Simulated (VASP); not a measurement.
# Ni (Im-3m) in VASP: single point with PBEsol

Aim: the single point of Ni with PBEsol.

All numbers are computed with VASP 6.6.1; they aren't measurements. Logs are shortened: lines on timing, memory, paths and dates and some standing lists are left out, and cuts for length are marked.

### 1 The cell of the first run

The structure is cubic, space group Im-3m (No. 229). The conventional cell has a = 2.767 Å, b = 2.767 Å, c = 2.767 Å, α = 90.00°, β = 90.00°, γ = 90.00°. Within 3.2 Å of Ni (site symmetry m-3m) lie 14 Ni at 2.40 to 2.77 Å.

### 2 Single point, PBEsol, collinear spin, ferromagnetic start

The input, INCAR:

```
ALGO = Normal
EDIFF = 1E-7
ENCUT = 520
GGA = PS
ISIF = 2
ISMEAR = 1
ISPIN = 2
LASPH = True
LCHARG = False
LMAXMIX = 4
LORBIT = 11
LREAL = False
LWAVE = False
MAGMOM = 2
NBANDS = 15
NELM = 150
PREC = Accurate
SIGMA = 0.1
```

The input, KPOINTS:

```
k-points
0
Gamma
  13 13 13
```

The input, POSCAR:

```
Ni
1.0
   -1.3837200000      1.3837200000      1.3837200000
    1.3837200000     -1.3837200000      1.3837200000
    1.3837200000      1.3837200000     -1.3837200000
Ni
1
Direct
    0.0000000000      0.0000000000      0.0000000000
```

Potentials or basis: VASP PAW PBE potentials, release 64 (Ni).

The run is started by

```
cat potpaw_PBE.64/Ni/POTCAR > POTCAR
mpirun -np 1 vasp_std > vasp.out
```

OUTCAR:

```text
EDIFF = 1E-7
   ENCUT = 520
   GGA = PS
   ISIF = 2
   ISMEAR = 1
   ISPIN = 2
   LASPH = True
   LORBIT = 11
   LREAL = False
   NELM = 150
   PREC = Accurate

 ion  position               nearest neighbor table
   1  0.000  0.000  0.000-

  LATTYP: Found a body centered cubic cell.
 ALAT       =     2.7674400000

  Lattice vectors:

 A1 = (  -1.3837200000,   1.3837200000,   1.3837200000)
 A2 = (   1.3837200000,  -1.3837200000,   1.3837200000)
 A3 = (   1.3837200000,   1.3837200000,  -1.3837200000)

Analysis of symmetry for initial positions (statically):
=====================================================================
 Subroutine PRICEL returns:
 Original cell was already a primitive cell.

 Routine SETGRP: Setting up the symmetry group for a
 body centered cubic supercell.

 Subroutine GETGRP returns: Found 48 space group operations
 (whereof 48 operations were pure point group operations)
 out of a pool of 48 trial point group operations.

The static configuration has the point symmetry O_h .

Analysis of symmetry for dynamics (positions and initial velocities):
=====================================================================
 Subroutine PRICEL returns:
 Original cell was already a primitive cell.

 Routine SETGRP: Setting up the symmetry group for a
 body centered cubic supercell.

 Subroutine GETGRP returns: Found 48 space group operations
 (whereof 48 operations were pure point group operations)
 out of a pool of 48 trial point group operations.

The dynamic configuration has the point symmetry O_h .

Analysis of structural, dynamic, and magnetic symmetry:
=====================================================================
 Subroutine PRICEL returns:
 Original cell was already a primitive cell.

 Routine SETGRP: Setting up the symmetry group for a
 body centered cubic supercell.

 Subroutine GETGRP returns: Found 48 space group operations
 (whereof 48 operations were pure point group operations)
 out of a pool of 48 trial point group operations.

The overall configuration has the point symmetry O_h .

 Subroutine INISYM returns: Found 48 space group operations
 (whereof 48 operations are pure point group operations),
 and found     1 'primitive' translations

----------------------------------------------------------------------------------------

                                     Primitive cell

  volume of cell :      10.5975

  direct lattice vectors                    reciprocal lattice vectors
    -1.383720000  1.383720000  1.383720000     0.000000000  0.361344781  0.361344781
     1.383720000 -1.383720000  1.383720000     0.361344781  0.000000000  0.361344781
     1.383720000  1.383720000 -1.383720000     0.361344781  0.361344781  0.000000000

  length of vectors
     2.396673343  2.396673343  2.396673343     0.511018690  0.511018690  0.511018690

  position of ions in fractional coordinates (direct lattice)
     0.000000000  0.000000000  0.000000000

  ion indices of the primitive-cell ions
   primitive index   ion index
                 1           1

----------------------------------------------------------------------------------------

 KPOINTS: k-points

Automatic generation of k-mesh.
 Grid dimensions read from file:
 generate k-points for:   13   13   13

 Generating k-lattice:

  Cartesian coordinates                     Fractional coordinates (reciprocal lattice)
     0.000000000  0.027795752  0.027795752     0.076923077  0.000000000  0.000000000
     0.027795752  0.000000000  0.027795752     0.000000000  0.076923077  0.000000000
     0.027795752  0.027795752  0.000000000     0.000000000  0.000000000  0.076923077

  Length of vectors
     0.039309130  0.039309130  0.039309130

  Shift w.r.t. Gamma in fractional coordinates (k-lattice)
     0.000000000  0.000000000  0.000000000

 Subroutine IBZKPT returns following result:
 ===========================================

 Found     84 irreducible k-points:

 Following reciprocal coordinates:
            Coordinates               Weight
  0.000000  0.000000  0.000000      1.000000
  0.076923  0.000000  0.000000     12.000000
  0.153846  0.000000  0.000000     12.000000
  0.230769  0.000000  0.000000     12.000000
  0.307692  0.000000  0.000000     12.000000
  0.384615  0.000000  0.000000     12.000000
[... 16 lines left out ...]
  0.153846  0.076923  0.076923     24.000000
  0.230769  0.076923  0.076923     24.000000
 [... further k-points ...]
   k-points           NKPTS =     84   k-points in BZ     NKDIM =     84   number of bands    NBANDS=     15
   number of dos      NEDOS =    301   number of ions     NIONS =      1
   total plane-waves  NPLWV =   5832
   dimension x,y,z NGX =    18 NGY =   18 NGZ =   18
   dimension x,y,z NGXF=    36 NGYF=   36 NGZF=   36
   ions per type =               1
   NGX,Y,Z   is equivalent  to a cutoff of  12.49, 12.49, 12.49 a.u.
   NGXF,Y,Z  is equivalent  to a cutoff of  24.97, 24.97, 24.97 a.u.
 SYSTEM =  unknown system
   PREC   = accura    normal or accurate (medium, high low for compatibility)
   ISTART =      0    job   : 0-new  1-cont  2-samecut
   ICHARG =      2    charge: 1-file 2-atom 10-const
   ISPIN  =      2    spin polarized calculation?
   LNONCOLLINEAR =      F non collinear calculations
   LSORBIT =      F    spin-orbit coupling
   LASPH  =      T    aspherical Exc in radial PAW
   ENCUT  =  520.0 eV  38.22 Ry    6.18 a.u.   4.46  4.46  4.46*2*pi/ulx,y,z
   NELM   =    150;   NELMIN=  2; NELMDL= -5     # of ELM steps
   EDIFF  = 0.1E-06   stopping-criterion for ELM
   LREAL  =      F    real-space projection
   EDIFFG = 0.1E-05   stopping-criterion for IOM
   NSW    =      0    number of steps for IOM
   IBRION =     -1    ionic relax: 0-MD 1-quasi-New 2-CG
   NFREE  =      0    steps in history (QN), initial steepest desc. (CG)
   ISIF   =      2    stress and relaxation
   ISYM   =      2    0-nonsym 1-usesym 2-fastsym
   POTIM  = 0.5000    time-step for ionic-motion
   TEBEG  =    0.0;   TEEND  =   0.0 temperature during run
   PSTRESS=    0.0 pullay stress
   NELECT =      10.0000    total number of electrons
   NUPDOWN=      -1.0000    fix difference up-down
   EMIN   =  10.00;   EMAX   =-10.00  energy-range for DOS
   EFERMI =   0.00;   METHOD = LEGACY
   ISMEAR =     1;   SIGMA  =   0.10  broadening in eV -4-tet -1-fermi 0-gaus
   EFERMI_NEDOS =   21; number of points for ismear=-14 and -15
   IALGO  =     38    algorithm
   IMIX   =      4    mixing-type and parameters
     AMIX     =   0.40;   BMIX     =  1.00
     AMIX_MAG =   1.60;   BMIX_MAG =  1.00
  volume/ion in A,a.u.               =      10.60        71.52
  Fermi-wavevector in a.u.,A,eV,Ry     =   1.605733  3.034395 35.080961  2.578378
  Thomas-Fermi vector in A             =   2.702032
   LORBIT       =     11    0 simple, 1 ext, 2 COOP (PROOUT), +10 PAW based schemes
   GGA     = PS    functional components
   LHFCALC =     F    Hartree Fock is set to
   AEXX    =    0.0000 exact exchange contribution
   IVDW    =     0    specifies the selected vdW correction
   LEPSILON=     F    determine dielectric tensor
   LRPA    =     F    only Hartree local field effects (RPA)
 spin polarized calculation
 Methfessel and Paxton  Order N= 1 SIGMA  =   0.10
  energy-cutoff  :      520.00
  volume of cell :       10.60
 maximum number of plane-waves:       321
 NGX is ok and might be reduce to    18
   NGX =  9   NGY =  9   NGZ =  9

 number of electron      10.0000004 magnetization       0.5961960

 Free energy of the ion-electron system (eV)
  ---------------------------------------------------
  ext. energy  EPLUGINS =         0.00000000
  ---------------------------------------------------
  free energy    TOTEN  =        -6.03079678 eV

  energy without entropy =       -6.03112290  energy(sigma->0) =       -6.03090549

 E-fermi :   9.4126     XC(G=0): -13.5876

 val. band max:        9.3993296817   @ k =  -0.3846  -0.3846   0.1538
 cond. band min:       9.4182996589   @ k =   0.4615   0.0000   0.0000
 fundamental gap:      0.0189699772
 Fermi energy:         9.4125893037

 spin component 1

 k-point     1 :       0.0000    0.0000    0.0000
  band No.  band energies     occupation
      1       0.3119      1.00000
      2       7.0520      1.00000
      3       7.0520      1.00000
      4       7.0520      1.00000
      5       8.5223      1.00000
      6       8.5223      1.00000
      7      36.1371      0.00000
      8      36.1371      0.00000
      9      36.1371      0.00000
     10      41.2009      0.00000
     11      41.2009      0.00000
     12      42.4086      0.00000
     13      42.4086      0.00000
     14      42.4086      0.00000
     15      43.0521      0.00000
[... 397 lines left out ...]
 k-point    24 :       0.2308    0.0769    0.0769
  band No.  band energies     occupation
      1       4.0284      1.00000
      2       6.3263      1.00000
      3       6.6663      1.00000
      4       8.3934      1.00000
      5       8.6026      1.00000
      6       9.1754      1.00201
      7      22.7616      0.00000
      8      27.4038      0.00000
      9      28.8103      0.00000
     10      37.6515      0.00000
     11      41.2806      0.00000
     12      44.0078      0.00000
     13      45.9968      0.00000
     14      49.5600      0.00000
     15      52.4886      0.00000

 [... further k-points ...]

 spin component 2

 k-point     1 :       0.0000    0.0000    0.0000
  band No.  band energies     occupation
      1       0.3304      1.00000
      2       7.7433      1.00000
      3       7.7433      1.00000
      4       7.7433      1.00000
      5       9.0623      1.00000
      6       9.0623      1.00000
      7      36.0773      0.00000
      8      36.0773      0.00000
      9      36.0773      0.00000
     10      41.1728      0.00000
     11      41.1728      0.00000
     12      42.6065      0.00000
     13      42.6065      0.00000
     14      42.6065      0.00000
     15      43.2357      0.00000
[... 397 lines left out ...]
 k-point    24 :       0.2308    0.0769    0.0769
  band No.  band energies     occupation
      1       4.1396      1.00000
      2       6.9564      1.00000
      3       7.2010      1.00000
      4       8.9725      1.00000
      5       9.1557      1.00085
      6       9.8742     -0.00000
      7      22.9402      0.00000
      8      27.4905      0.00000
      9      28.9614      0.00000
     10      37.6673      0.00000
     11      41.3931      0.00000
     12      44.0490      0.00000
     13      46.0635      0.00000
     14      49.6497      0.00000
     15      52.6596      0.00000

 [... further k-points ...]

------------------------ aborting loop because EDIFF is reached ----------------------------------------

  FORCE on cell =-STRESS in cart. coord.  units (eV):
  Direction    XX          YY          ZZ          XY          YZ          ZX
  --------------------------------------------------------------------------------------
  -------------------------------------------------------------------------------------
  Total       -0.1660371     -0.1660371     -0.1660371      0.0000000      0.0000000      0.0000000
  in kB      -25.1021623    -25.1021623    -25.1021623      0.0000000      0.0000000      0.0000000
  external PRESSURE =     -25.1021623 kB  Pullay stress =       0.0000000 kB

 VOLUME and BASIS-vectors are now :
 -----------------------------------------------------------------------------
  energy-cutoff  :      520.00
  volume of cell :       10.60
      direct lattice vectors                 reciprocal lattice vectors
    -1.383720000  1.383720000  1.383720000     0.000000000  0.361344781  0.361344781
     1.383720000 -1.383720000  1.383720000     0.361344781  0.000000000  0.361344781
     1.383720000  1.383720000 -1.383720000     0.361344781  0.361344781  0.000000000

 POSITION                                       TOTAL-FORCE (eV/Angst)
 -----------------------------------------------------------------------------------
      0.00000      0.00000      0.00000        -0.000000      0.000000     -0.000000
 -----------------------------------------------------------------------------------
    total drift:                               -0.000000     -0.000000      0.000000

  FREE ENERGIE OF THE ION-ELECTRON SYSTEM (eV)
  ---------------------------------------------------
  free  energy   TOTEN  =        -6.0307967767 eV

  energy  without entropy=       -6.0311229038  energy(sigma->0) =       -6.03090549

 total charge

# of ion       s       p       d       tot
------------------------------------------
    1        0.506   0.519   8.340   9.365

 magnetization (x)

# of ion       s       p       d       tot
------------------------------------------
    1       -0.003  -0.014   0.616   0.599
```

Wall time 21 s (1 thread of AMD EPYC 9R45 (Zen 5), shared host); peak memory 0.1 GiB.

Results:

* Free energy: -6.0308 eV
* Pressure: -2.5 GPa
* Net moment: 0.60 μB per cell
* Site moments: Ni +0.60 μB
* Valence electrons inside the program's atomic spheres: Ni 9.37

Caveat: the PAW data sets were made with another functional, which shifts forces and pressure a little.
